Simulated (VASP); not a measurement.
Here is a VASP 6.6.1 calculation.

File INCAR:

```
SYSTEM = Ga2TeS5
PREC = Accurate
ENCUT = 600
EDIFF = 1E-6
ISMEAR = 0
SIGMA = 0.02
LREAL = .False.
LASPH = .True.
NELM = 60
ALGO = Normal
ISIF = 3
LWAVE = .False.
LCHARG = .False.
GGA = PE
IBRION = 2
NSW = 100
EDIFFG = -0.01
```

Contents of KPOINTS:

```
regular mesh
0
Gamma
  6 6 6
  0 0 0
```

The input POSCAR:

```
Ga2TeS5
1.0
   -4.1184468419      4.1184468419      3.1174681550
    4.1184468419     -4.1184468419      3.1174681550
    4.1184468419      4.1184468419     -3.1174681550
Ga Te S
2 1 5
Direct
    0.7454565729      0.2454565729      0.5000000000
    0.2454565729      0.7454565729      0.5000000000
    0.0345240822      0.0345240822      0.0000000000
    0.3199096695      0.1073228678      0.4355413917
    0.1073228678      0.6717814761      0.7874131983
    0.8843682778      0.3199096695      0.2125868017
    0.6717814761      0.8843682778      0.5644586083
    0.3911804807      0.3911804807      0.0000000000
```

Potentials or basis: VASP PAW PBE potentials, release 64 (Ga_d, Te, S).

Run with:

```bash
$ cat potpaw_PBE.64/Ga_d/POTCAR potpaw_PBE.64/Te/POTCAR potpaw_PBE.64/S/POTCAR > POTCAR
$ mpirun -np 1 vasp_std > vasp.out
```

(1) What does it give for the space group after relaxing (to 0.1 Å)?

(2) Estimate the band gap on the k mesh.

Results:

(1) I4 (No. 79).

(2) 1.55 eV (least direct gap 1.63 eV).

Caveat: spin-orbit coupling is left out, which moves the levels of the heavy elements.
